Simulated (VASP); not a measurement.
Input of a VASP 6.6.1 run:

INCAR

```
SYSTEM = AlN
PREC = Accurate ; ENCUT = 600
EDIFF = 1E-8 ; ISMEAR = 0
SIGMA = 0.01 ; LREAL = .FALSE.
LASPH = .TRUE. ; NELM = 60
ALGO = Normal ; ISIF = 3
LWAVE = .FALSE. ; LCHARG = .FALSE.
NBANDS = 16 ; IBRION = 6
NFREE = 2 ; POTIM = 0.015
NSW = 1
```

KPOINTS

```
Automatic mesh
0
G
  8 8 6
  0 0 0
```

Contents of POSCAR:

```
AlN
1.0
    3.0887701900      0.0000000000      0.0000000000
   -1.5443850950      2.6749534510      0.0000000000
    0.0000000000      0.0000000000      4.9432633647
Al N
2 2
Direct
    0.3333333333      0.6666666667     -0.0009925721
    0.6666666667      0.3333333333      0.4990074279
    0.3333333333      0.6666666667      0.3809925721
    0.6666666667      0.3333333333      0.8809925721
```

Potentials or basis: VASP PAW LDA potentials, release 64 (Al, N).

Command:

```bash
$ cat potpaw_LDA.64/Al/POTCAR potpaw_LDA.64/N/POTCAR > POTCAR
$ mpirun -np 1 vasp_std > vasp.out
```

(1) What does it give for the Voigt bulk modulus?

(2) What does it give for the highest phonon frequency at Γ, LO-TO splitting left out?

Results:

(1) 213 GPa.

(2) 734 cm⁻¹.
